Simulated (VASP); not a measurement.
# Se (P3_221) in VASP: further runs

Runs on Se. Level: PBE. Tasks: electric field gradients.

Everything below comes from runs of VASP 6.6.1. Logs are shortened: lines on timing, memory, paths and dates and some standing lists are left out, and cuts for length are marked.

**1. The cell of the first run**

Symmetry: P3_221, No. 154, trigonal system. Conventional cell: a = 4.326 Å, b = 4.326 Å, c = 4.916 Å, α = 90.00°, β = 90.00°, γ = 120.00°. Se (site symmetry 2) has 2 Se at 2.31 Å within 3.1 Å.

**2. Electric field gradients, PBE (26.56 Å³/atom)**

File INCAR:

```
PREC     = Accurate       # precision mode
ENCUT    = 520            # plane-wave cutoff, eV
EDIFF    = 1E-8           # SCF threshold, eV
ISMEAR   = -1             # smearing method
SIGMA    = 0.03           # smearing width, eV
LREAL    = F              # projectors in reciprocal space
LASPH    = T              # aspherical terms in the spheres
NELM     = 60             # most SCF steps
ALGO     = Normal         # electronic algorithm
ISIF     = 2              # what is computed and relaxed
LWAVE    = F              # write WAVECAR
LCHARG   = F              # write CHGCAR
GGA      = PE             # functional
LEFG     = T            
NBANDS   = 16             # bands
```

File KPOINTS:

```
Automatic mesh
0
Gamma
  8 8 6
```

File POSCAR:

```
Se
1.0
    4.3259394702      0.0000000000      0.0000000000
   -2.1629697351      3.7463734764      0.0000000000
    0.0000000000      0.0000000000      4.9162312139
Se
3
Direct
    0.2170000000      0.0000000000      0.1666666667
    0.0000000000      0.2170000000      0.8333333333
    0.7830000000      0.7830000000      0.5000000000
```

Potentials or basis: VASP PAW PBE potentials, release 64 (Se).

Command:

```sh
> cat potpaw_PBE.64/Se/POTCAR > POTCAR
> mpirun -np 1 vasp_std > vasp.out
```

OUTCAR:

```text
PREC = Accurate
   ENCUT = 520
   EDIFF = 1E-8
   ISMEAR = -1
   LREAL = F
   LASPH = T
   NELM = 60
   ISIF = 2
   GGA = PE

 ion  position               nearest neighbor table
   1  0.217  0.000  0.167-   3 2.31   2 2.31
   2  0.000  0.217  0.833-   3 2.31   1 2.31
   3  0.783  0.783  0.500-   2 2.31   1 2.31

  LATTYP: Found a hexagonal cell.
 ALAT       =     4.3259394702
 C/A-ratio  =     1.1364539998

  Lattice vectors:

 A1 = (   4.3259394702,   0.0000000000,   0.0000000000)
 A2 = (  -2.1629697351,   3.7463734764,   0.0000000000)
 A3 = (   0.0000000000,   0.0000000000,   4.9162312139)

Analysis of symmetry for initial positions (statically):
=====================================================================
 Subroutine PRICEL returns:
 Original cell was already a primitive cell.

 Routine SETGRP: Setting up the symmetry group for a
 hexagonal supercell.

 Subroutine GETGRP returns: Found  6 space group operations
 (whereof  2 operations were pure point group operations)
 out of a pool of 24 trial point group operations.

The static configuration has the point symmetry C_2 .
 The point group associated with its full space group is D_3 .

Analysis of symmetry for dynamics (positions and initial velocities):
=====================================================================
 Subroutine PRICEL returns:
 Original cell was already a primitive cell.

 Routine SETGRP: Setting up the symmetry group for a
 hexagonal supercell.

 Subroutine GETGRP returns: Found  6 space group operations
 (whereof  2 operations were pure point group operations)
 out of a pool of 24 trial point group operations.

The dynamic configuration has the point symmetry C_2 .
 The point group associated with its full space group is D_3 .

 Subroutine INISYM returns: Found  6 space group operations
 (whereof  2 operations are pure point group operations),
 and found     1 'primitive' translations

----------------------------------------------------------------------------------------

                                     Primitive cell

  volume of cell :      79.6753

  direct lattice vectors                    reciprocal lattice vectors
     4.325939470  0.000000000  0.000000000     0.231163660  0.133462401  0.000000000
    -2.162969735  3.746373476  0.000000000     0.000000000  0.266924802  0.000000000
     0.000000000  0.000000000  4.916231214     0.000000000  0.000000000  0.203407846

  length of vectors
     4.325939470  4.325939470  4.916231214     0.266924802  0.266924802  0.203407846

  position of ions in fractional coordinates (direct lattice)
     0.217000000  0.000000000  0.166666667
     0.000000000  0.217000000  0.833333333
     0.783000000  0.783000000  0.500000000

  ion indices of the primitive-cell ions
   primitive index   ion index
                 1           1
                 2           2
                 3           3

----------------------------------------------------------------------------------------

 KPOINTS: Automatic mesh

Automatic generation of k-mesh.
 Grid dimensions read from file:
 generate k-points for:    8    8    6

 Generating k-lattice:

  Cartesian coordinates                     Fractional coordinates (reciprocal lattice)
     0.028895457  0.016682800  0.000000000     0.125000000  0.000000000  0.000000000
     0.000000000  0.033365600  0.000000000     0.000000000  0.125000000  0.000000000
     0.000000000  0.000000000  0.033901308     0.000000000  0.000000000  0.166666667

  Length of vectors
     0.033365600  0.033365600  0.033901308

  Shift w.r.t. Gamma in fractional coordinates (k-lattice)
     0.000000000  0.000000000  0.000000000

 Subroutine IBZKPT returns following result:
 ===========================================

 Found     50 irreducible k-points:

 Following reciprocal coordinates:
            Coordinates               Weight
  0.000000  0.000000  0.000000      1.000000
  0.125000  0.000000  0.000000      6.000000
  0.250000  0.000000  0.000000      6.000000
  0.375000  0.000000  0.000000      6.000000
  0.500000  0.000000  0.000000      3.000000
  0.125000  0.125000  0.000000      6.000000
[... 16 lines left out ...]
 -0.125000  0.500000  0.166667     12.000000
  0.250000  0.250000  0.166667     12.000000
 [... further k-points ...]
   k-points           NKPTS =     50   k-points in BZ     NKDIM =     50   number of bands    NBANDS=     16
   number of dos      NEDOS =    301   number of ions     NIONS =      3
   total plane-waves  NPLWV =  40960
   dimension x,y,z NGX =    32 NGY =   32 NGZ =   40
   dimension x,y,z NGXF=    64 NGYF=   64 NGZF=   80
   ions per type =               3
   NGX,Y,Z   is equivalent  to a cutoff of  12.30, 12.30, 13.53 a.u.
   NGXF,Y,Z  is equivalent  to a cutoff of  24.60, 24.60, 27.05 a.u.
 SYSTEM =  unknown system
   PREC   = accura    normal or accurate (medium, high low for compatibility)
   ISTART =      0    job   : 0-new  1-cont  2-samecut
   ICHARG =      2    charge: 1-file 2-atom 10-const
   ISPIN  =      1    spin polarized calculation?
   LNONCOLLINEAR =      F non collinear calculations
   LSORBIT =      F    spin-orbit coupling
   LASPH  =      T    aspherical Exc in radial PAW
   ENCUT  =  520.0 eV  38.22 Ry    6.18 a.u.   8.04  8.04  9.14*2*pi/ulx,y,z
   NELM   =     60;   NELMIN=  2; NELMDL= -5     # of ELM steps
   EDIFF  = 0.1E-07   stopping-criterion for ELM
   LREAL  =      F    real-space projection
   EDIFFG = 0.1E-06   stopping-criterion for IOM
   NSW    =      0    number of steps for IOM
   IBRION =     -1    ionic relax: 0-MD 1-quasi-New 2-CG
   NFREE  =      0    steps in history (QN), initial steepest desc. (CG)
   ISIF   =      2    stress and relaxation
   ISYM   =      2    0-nonsym 1-usesym 2-fastsym
   POTIM  = 0.5000    time-step for ionic-motion
   TEBEG  =    0.0;   TEEND  =   0.0 temperature during run
   PSTRESS=    0.0 pullay stress
   NELECT =      18.0000    total number of electrons
   NUPDOWN=      -1.0000    fix difference up-down
   EMIN   =  10.00;   EMAX   =-10.00  energy-range for DOS
   EFERMI =   0.00;   METHOD = LEGACY
   ISMEAR =    -1;   SIGMA  =   0.03  broadening in eV -4-tet -1-fermi 0-gaus
   EFERMI_NEDOS =   21; number of points for ismear=-14 and -15
   IALGO  =     38    algorithm
   IMIX   =      4    mixing-type and parameters
     AMIX     =   0.40;   BMIX     =  1.00
     AMIX_MAG =   1.60;   BMIX_MAG =  1.00
  volume/ion in A,a.u.               =      26.56       179.23
  Fermi-wavevector in a.u.,A,eV,Ry     =   0.997067  1.884184 13.526135  0.994143
  Thomas-Fermi vector in A             =   2.129198
   LORBIT       =      0    0 simple, 1 ext, 2 COOP (PROOUT), +10 PAW based schemes
   GGA     = PE    functional components
   LHFCALC =     F    Hartree Fock is set to
   AEXX    =    0.0000 exact exchange contribution
   IVDW    =     0    specifies the selected vdW correction
   LEPSILON=     F    determine dielectric tensor
   LRPA    =     F    only Hartree local field effects (RPA)
 non-spin polarized calculation
  energy-cutoff  :      520.00
  volume of cell :       79.68
 maximum number of plane-waves:      2158
   NGX = 17   NGY = 17   NGZ = 19

 number of electron      17.9999999 magnetization

 Free energy of the ion-electron system (eV)
  ---------------------------------------------------
  ext. energy  EPLUGINS =         0.00000000
  ---------------------------------------------------
  free energy    TOTEN  =       -10.30548160 eV

  energy without entropy =      -10.30548160  energy(sigma->0) =      -10.30548160

 E-fermi :   3.5354     XC(G=0):  -8.9201

 val. band max:        2.9849013532   @ k =   0.5000   0.0000   0.5000
 cond. band min:       4.1026482615   @ k =   0.3750   0.2500   0.5000
 fundamental gap:      1.1177469082
 Fermi energy:         3.5354215155

 k-point     1 :       0.0000    0.0000    0.0000
  band No.  band energies     occupation
      1     -13.3574      2.00000
      2      -8.9310      2.00000
      3      -8.9310      2.00000
      4      -1.0812      2.00000
      5      -1.0812      2.00000
      6      -0.9193      2.00000
[... 8 lines left out ...]
     15       9.3071      0.00000
     16      11.3094      0.00000

 k-point     2 :       0.1250    0.0000    0.0000
  band No.  band energies     occupation
      1     -13.2999      2.00000
      2      -8.9809      2.00000
      3      -8.9211      2.00000
      4      -1.6148      2.00000
      5      -1.2838      2.00000
      6      -0.7151      2.00000
[... 8 lines left out ...]
     15       9.9348      0.00000
     16      11.2379      0.00000

 k-point     3 :       0.2500    0.0000    0.0000
  band No.  band energies     occupation
      1     -13.1512      2.00000
      2      -9.1223      2.00000
      3      -8.8970      2.00000
      4      -2.1774      2.00000
      5      -1.6199      2.00000
      6      -0.7143      2.00000
[... 8 lines left out ...]
     15      10.8828      0.00000
     16      11.6750      0.00000

 k-point     4 :       0.3750    0.0000    0.0000
  band No.  band energies     occupation
      1     -12.9850      2.00000
      2      -9.2967      2.00000
      3      -8.8722      2.00000
      4      -2.4769      2.00000
      5      -1.8750      2.00000
      6      -0.6951      2.00000
[... 8 lines left out ...]
     15      11.7912      0.00000
     16      12.6794      0.00000
[... 324 lines left out ...]
 k-point    22 :       0.3750    0.1250    0.1667
  band No.  band energies     occupation
      1     -12.7807      2.00000
      2     -10.0822      2.00000
      3      -8.2542      2.00000
      4      -2.5246      2.00000
      5      -2.3331      2.00000
      6      -0.6725      2.00000
[... 8 lines left out ...]
     15      12.0019      0.00000
     16      12.7531      0.00000

 k-point    23 :      -0.1250    0.5000    0.1667
  band No.  band energies     occupation
      1     -12.7817      2.00000
      2     -10.0708      2.00000
      3      -8.2768      2.00000
      4      -2.4943      2.00000
      5      -2.2788      2.00000
      6      -0.5689      2.00000
[... 8 lines left out ...]
     15      11.6251      0.00000
     16      12.4711      0.00000

 k-point    24 :       0.2500    0.2500    0.1667
  band No.  band energies     occupation
      1     -12.7827      2.00000
      2     -10.0684      2.00000
      3      -8.2727      2.00000
      4      -2.5544      2.00000
      5      -2.2681      2.00000
      6      -0.5070      2.00000
[... 8 lines left out ...]
     15      11.6887      0.00000
     16      12.5764      0.00000

 [... further k-points ...]

------------------------ aborting loop because EDIFF is reached ----------------------------------------

  FORCE on cell =-STRESS in cart. coord.  units (eV):
  Direction    XX          YY          ZZ          XY          YZ          ZX
  --------------------------------------------------------------------------------------
  -------------------------------------------------------------------------------------
  Total        2.9499488      2.9499488      4.8400090      0.0000000      0.0000000      0.0000000
  in kB       59.3200141     59.3200141     97.3269116      0.0000000      0.0000000      0.0000000
  external PRESSURE =      71.9889799 kB  Pullay stress =       0.0000000 kB

 VOLUME and BASIS-vectors are now :
 -----------------------------------------------------------------------------
  energy-cutoff  :      520.00
  volume of cell :       79.68
      direct lattice vectors                 reciprocal lattice vectors
     4.325939470  0.000000000  0.000000000     0.231163660  0.133462401  0.000000000
    -2.162969735  3.746373476  0.000000000     0.000000000  0.266924802  0.000000000
     0.000000000  0.000000000  4.916231214     0.000000000  0.000000000  0.203407846

 POSITION                                       TOTAL-FORCE (eV/Angst)
 -----------------------------------------------------------------------------------
      0.93873      0.00000      0.81937         1.448396     -0.000000      0.000000
     -0.46936      0.81296      4.09686        -0.724198      1.254348     -0.000000
      1.69361      2.93341      2.45812        -0.724198     -1.254348      0.000000
 -----------------------------------------------------------------------------------
    total drift:                               -0.000000     -0.000000     -0.000000

  FREE ENERGIE OF THE ION-ELECTRON SYSTEM (eV)
  ---------------------------------------------------
  free  energy   TOTEN  =       -10.3054816017 eV

  energy  without entropy=      -10.3054816014  energy(sigma->0) =      -10.30548160

 Electric field gradients (V/A^2)
---------------------------------------------------------------------
 ion       V_xx      V_yy      V_zz      V_xy      V_xz      V_yz
---------------------------------------------------------------------
   1     146.931  -342.891   195.959    -0.000     0.000  -314.121
   2    -220.435    24.476   195.959  -212.099   272.037   157.061
   3    -220.435    24.476   195.959   212.099  -272.037   157.061
---------------------------------------------------------------------

 Electric field gradients after diagonalization (V/A^2)
 (convention: |V_zz| > |V_xx| > |V_yy|)
----------------------------------------------------------------------
 ion       V_xx      V_yy      V_zz     asymmetry (V_yy - V_xx)/ V_zz
----------------------------------------------------------------------
   1     340.373   146.931  -487.304       0.397
   2     340.373   146.931  -487.304       0.397
   3     340.373   146.931  -487.304       0.397
----------------------------------------------------------------------

           NMR quadrupolar parameters

 Cq : quadrupolar parameter    Cq=e*Q*V_zz/h
 eta: asymmetry parameters     (V_yy - V_xx)/ V_zz
 Q  : nuclear electric quadrupole moment in mb (millibarn)
----------------------------------------------------------------------
 ion       Cq(MHz)       eta       Q (mb)
----------------------------------------------------------------------
   1      -1.178       0.397       1.000
   2      -1.178       0.397       1.000
   3      -1.178       0.397       1.000
----------------------------------------------------------------------
```

Wall time 45 s (1 thread of Intel Xeon 6975P-C, shared host); peak memory 0.21 GiB.

What came out:

```
Free energy                             : -10.3055 eV
Pressure                                : 7.2 GPa
Largest force                           : 1.448 eV/Å
Band gap on the k mesh                  : 1.12 eV (least direct gap 1.19 eV)
Largest electric field gradient by atom : Se -487.3 V/Å²
```

Forces on the atoms (eV/Å):
```
Se   1.448  0.000  0.000
Se  -0.724  1.254  0.000
Se  -0.724 -1.254  0.000
```

Electric field gradients, principal values (V/Å²):
| atom | least | middle | greatest (by size) |
| --- | --- | --- | --- |
| 1 Se | 146.931 | 340.373 | -487.304 |
| 2 Se | 146.931 | 340.373 | -487.304 |
| 3 Se | 146.931 | 340.373 | -487.304 |

Caveat: the cell stands under pressure; without QUAD_EFG the Cq values of the log hold for a quadrupole moment of 1 mb, not for the nuclei; forces of over 1 eV/Å act on the atoms, so gaps and moduli don't describe the material at rest. A k mesh can miss the band edges.

(Part 1 of 2 ends here.)
